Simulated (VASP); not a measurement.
# LiPb2 (P-3m1) in VASP: further runs, part 2 of 2

VASP 6.6.1. Earlier steps stand in the parts before.

### Step 3. Single point, PBE

This run uses another cell than the first one, of 27.44 Å³/atom.

INCAR

```
SYSTEM = LiPb2
PREC = Accurate ; ENCUT = 520
EDIFF = 1E-7 ; ISMEAR = 0
SIGMA = 0.1 ; LREAL = .FALSE.
LASPH = .TRUE. ; NELM = 60
ALGO = Normal ; ISIF = 2
LWAVE = .FALSE. ; LCHARG = .FALSE.
GGA = PE ; NBANDS = 22
```

KPOINTS

```
Automatic mesh
0
G
  6 6 2
  0 0 0
```

POSCAR

```
LiPb2
1.0
    3.5330419186      0.0000000000      0.0000000000
   -1.7665209593      3.0597040542      0.0000000000
    0.0000000000      0.0000000000      7.6145652444
Li Pb
1 2
Direct
    0.0000000000      0.0000000000      0.5000000000
    0.3333333333      0.6666666667      0.8141276793
    0.6666666667      0.3333333333      0.1858723207
```

Potentials or basis: VASP PAW PBE potentials, release 64 (Li_sv, Pb_d).

Command:

```bash
$ cat potpaw_PBE.64/Li_sv/POTCAR potpaw_PBE.64/Pb_d/POTCAR > POTCAR
$ mpirun -np 1 vasp_std > vasp.out
```

It took 27 s on 1 thread of Intel Xeon Platinum 8259CL at 2.50GHz (Skylake/Cascade Lake), shared host; peak memory 0.2 GiB.

It converged, with:

| Item | Value |
| --- | --- |
| Free energy | -9.3478 eV |
| Largest force | 0.008 eV/Å |
| Band gap on the k mesh | zero (an odd number of electrons rules out a gap without spin polarisation) |

Forces on the atoms (eV/Å):
```
Li   0.000  0.000  0.000
Pb   0.000  0.000  0.008
Pb   0.000  0.000 -0.008
```

Levels at points of the mesh, in eV from the Fermi level:
| k point | band 11 | band 12 | band 13 | band 14 | band 15 | band 16 | band 17 | band 18 | band 19 | band 20 |
| --- | --- | --- | --- | --- | --- | --- | --- | --- | --- | --- |
| (0.00, 0.00, 0.00) | -16.73 | -11.00 | -9.21 | -3.86 | 1.56 | 3.55 | 5.82 | 5.82 | 6.67 | 6.67 |
| (0.50, 0.00, 0.00) | -16.69 | -7.88 | -7.14 | -3.31 | -2.66 | -0.81 | 1.24 | 2.44 | 4.43 | 5.45 |
| (0.00, 0.00, 0.50) | -16.73 | -10.94 | -9.40 | -2.70 | -1.14 | 5.82 | 5.82 | 6.72 | 6.72 | 7.65 |
| (0.50, 0.00, 0.50) | -16.69 | -7.80 | -7.22 | -3.55 | -2.85 | 0.96 | 1.01 | 2.71 | 3.22 | 3.80 |

Caveat: the k points lie up to 0.41 Å⁻¹ apart, too coarse for converged energies and pressures of a metal; the cutoff is under 1.25 times the usual one of these potentials, so pressure, stress and relaxed cells hold a basis-set (Pulay) error; spin-orbit coupling is left out, which moves the levels of the heavy elements.

### Step 4. Relaxation of cell and atoms, PBE

INCAR

```
SYSTEM = LiPb2
ALGO = Fast
EDIFF = 1E-7
EDIFFG = -0.04
ENCUT = 600
GGA = PE
IBRION = 2
ISIF = 3
ISMEAR = 0
LASPH = .True.
LCHARG = .False.
LREAL = .False.
LWAVE = .False.
NELM = 60
NSW = 90
PREC = Accurate
SIGMA = 0.1
```

KPOINTS

```
k-points
0
Gamma
  6 6 2
  0 0 0
```

POSCAR

```
LiPb2
1.0
    3.0219172800      0.0000000000      0.0000000000
   -1.5109586400      2.6170571300      0.0000000000
    0.0000000000      0.0000000000      7.5260470300
Li Pb
1 2
Direct
    0.0000000000      0.0000000000      0.5000000000
    0.3333333300      0.6666666700      0.8165611100
    0.6666666700      0.3333333300      0.1834388900
```

Command:

```bash
$ cat potpaw_PBE.64/Li_sv/POTCAR potpaw_PBE.64/Pb_d/POTCAR > POTCAR
$ mpirun -np 1 vasp_std > vasp.out
```

Run time: 10 min. Hardware: 1 thread of Intel Xeon Platinum 8259CL at 2.50GHz (Skylake/Cascade Lake), shared host; peak memory 0.2 GiB.

The run converged. Its results:

```
Free energy                           : -9.3302 eV
Relaxed volume                        : 27.39 Å³/atom
Relaxed cell                          : a = 3.522 Å, b = 3.522 Å, c = 7.647 Å, α = 90.00°, β = 90.00°, γ = 120.00°
Space group after relaxing (to 0.1 Å) : P-3m1 (No. 164)
Energy gained by relaxing             : 517.1 meV/atom
Ionic steps                           : 17
Pressure after relaxing               : 0.0 GPa
Largest force after relaxing          : 0.014 eV/Å
Band gap on the k mesh                : zero (an odd number of electrons rules out a gap without spin polarisation)
```

Forces in eV/Å, atoms in the order of the input:
```
Li   0.000  0.000  0.000
Pb   0.000  0.000  0.014
Pb   0.000  0.000 -0.014
```

Stress tensor (GPa, compression positive):
```
 0.14  0.00  0.00
 0.00  0.14  0.00
 0.00  0.00 -0.16
```

Step by step:
```
step  energy change (eV)  largest force (eV/Å)  pressure (GPa)  volume (Å³)
   1              0.0000                1.1962           25.85        59.52
   2             -1.4380                0.1631           -2.92        91.37
   3             -1.5149                0.0964            0.32        81.94
   4             -1.5167                0.0499           -0.22        83.22
   5             -1.5165                0.0688            0.00        82.69
   6             -1.5200                0.0352            0.09        82.40
   7             -1.5309                0.0769            0.37        81.49
   8             -1.5369                0.1589            0.88        79.61
   9             -1.5397                0.1350            0.65        80.41
  10             -1.5425                0.1397            0.50        80.65
  11             -1.5444                0.1492            0.25        81.05
  12             -1.5457                0.1392            0.18        81.25
  13             -1.5485                0.1100           -0.02        81.87
  14             -1.5497                0.0535           -0.39        83.12
  15             -1.5499                0.0690           -0.28        82.77
  16             -1.5512                0.0342           -0.07        82.39
  17             -1.5514                0.0138            0.04        82.17
```

Final structure:
```
Li Pb
1.0
     3.52233    0.00000    0.00000
    -1.76117    3.05043    0.00000
     0.00000    0.00000    7.64737
Li Pb
1 2
Cartesian
  0.0000 0.0000 3.8237
  0.0000 2.0336 6.2200
  1.7612 1.0168 1.4273
```

Levels at points of the mesh, in eV from the Fermi level:
```
           k point  band 11  band 12  band 13  band 14  band 15  band 16  band 17  band 18  band 19
(0.00, 0.00, 0.00)   -16.74   -11.01    -9.28    -3.89     1.45     3.47     5.90     5.90     6.73
(0.50, 0.00, 0.00)   -16.70    -7.87    -7.14    -3.33    -2.70    -0.83     1.23     2.49     4.43
(0.00, 0.00, 0.50)   -16.74   -10.95    -9.46    -2.75    -1.20     5.91     5.91     6.78     7.54
(0.50, 0.00, 0.50)   -16.70    -7.79    -7.22    -3.57    -2.88     0.92     0.98     2.76     3.19
```

Caveat: the k points lie up to 0.41 Å⁻¹ apart in the final cell, too coarse for converged energies and pressures of a metal; the cutoff is under 1.25 times the usual one of these potentials, so pressure, stress and relaxed cells hold a basis-set (Pulay) error; the volume moved by over 15 % at a fixed basis, so the end points are rough; spin-orbit coupling is left out, which moves the levels of the heavy elements.

### Step 5. Single point, PBE

This run uses another cell than the first one, of 27.32 Å³/atom.

INCAR

```
ALGO = Fast
EDIFF = 1E-7
ENCUT = 520
GGA = PE
ISIF = 2
ISMEAR = 0
LASPH = T
LCHARG = F
LREAL = F
LWAVE = F
NBANDS = 22
NELM = 80
PREC = Accurate
SIGMA = 0.1
```

KPOINTS

```
k-points
0
Gamma
  18 18 6
```

POSCAR

```
LiPb2
1.0
    3.5562200370      0.0000000000      0.0000000000
   -1.7781100185      3.0797768935      0.0000000000
    0.0000000000      0.0000000000      7.4832947352
Li Pb
1 2
Direct
    0.0000000000      0.0000000000      0.5000000000
    0.3333333333      0.6666666667      0.8168699470
    0.6666666667      0.3333333333      0.1831300530
```

Command:

```bash
$ cat potpaw_PBE.64/Li_sv/POTCAR potpaw_PBE.64/Pb_d/POTCAR > POTCAR
$ mpirun -np 1 vasp_std > vasp.out
```

Wall time 12 min (1 thread of Intel Xeon Platinum 8259CL at 2.50GHz (Skylake/Cascade Lake), shared host); peak memory 0.43 GiB.

Results (log left out):

```
Free energy            : -9.3448 eV
Band gap on the k mesh : zero (an odd number of electrons rules out a gap without spin polarisation)
```

Levels at points of the mesh, in eV from the Fermi level:
| k point | band 12 | band 13 | band 14 | band 15 | band 16 | band 17 | band 18 | band 19 | band 20 | band 21 |
| --- | --- | --- | --- | --- | --- | --- | --- | --- | --- | --- |
| (0.00, 0.00, 0.00) | -11.05 | -9.06 | -3.83 | 1.90 | 3.81 | 5.57 | 5.57 | 6.52 | 6.52 | 9.15 |
| (0.50, 0.00, 0.00) | -7.97 | -7.16 | -3.30 | -2.60 | -0.81 | 1.26 | 2.25 | 4.44 | 5.49 | 5.66 |
| (0.00, 0.00, 0.50) | -10.98 | -9.27 | -2.60 | -0.95 | 5.58 | 5.58 | 6.57 | 6.57 | 8.00 | 8.25 |
| (0.50, 0.00, 0.50) | -7.89 | -7.23 | -3.58 | -2.81 | 1.07 | 1.11 | 2.52 | 3.30 | 3.75 | 4.33 |

Caveat: the cutoff is under 1.25 times the usual one of these potentials, so pressure, stress and relaxed cells hold a basis-set (Pulay) error; spin-orbit coupling is left out, which moves the levels of the heavy elements.

### Step 6. Overview

| task | cell | k mesh | cutoff (eV) | gap on the mesh (eV) | largest force (eV/Å) |
| --- | --- | --- | --- | --- | --- |
| single point | a = 3.022, b = 3.022, c = 7.526 Å, angles 90.0, 90.0, 120.0°, 3 atoms, atomic positions A | 6 × 6 × 2 | 520 | none | 1.20 |
| single point | a = 3.533, b = 3.533, c = 7.615 Å, angles 90.0, 90.0, 120.0°, 3 atoms, atomic positions B | 6 × 6 × 2 | 520 | none | 0.01 |
| relaxation of cell and atoms | relaxed from a = 3.022, b = 3.022, c = 7.526 Å, angles 90.0, 90.0, 120.0°, 3 atoms, atomic positions A | 6 × 6 × 2 | 600 | none | 0.01 |
| single point | a = 3.556, b = 3.556, c = 7.483 Å, angles 90.0, 90.0, 120.0°, 3 atoms, atomic positions A | 18 × 18 × 6 | 520 | none | - |

Alike in all rows: level PBE; potentials or basis VASP PAW PBE potentials, release 64 (Li_sv, Pb_d); no spin polarisation; smearing gaussian 0.1 eV.

Caveats: some runs use coarse meshes; the cutoff is under 1.25 times the usual one of these potentials, so pressure, stress and relaxed cells hold a basis-set (Pulay) error; spin-orbit coupling is left out, which moves the levels of the heavy elements; forces of over 1 eV/Å act on the atoms, so gaps and moduli don't describe the material at rest (at least some runs); the volume moved by over 15 % at a fixed basis, so the end points are rough (at least some runs).

Absolute energies hang on the potentials; compare differences alone.
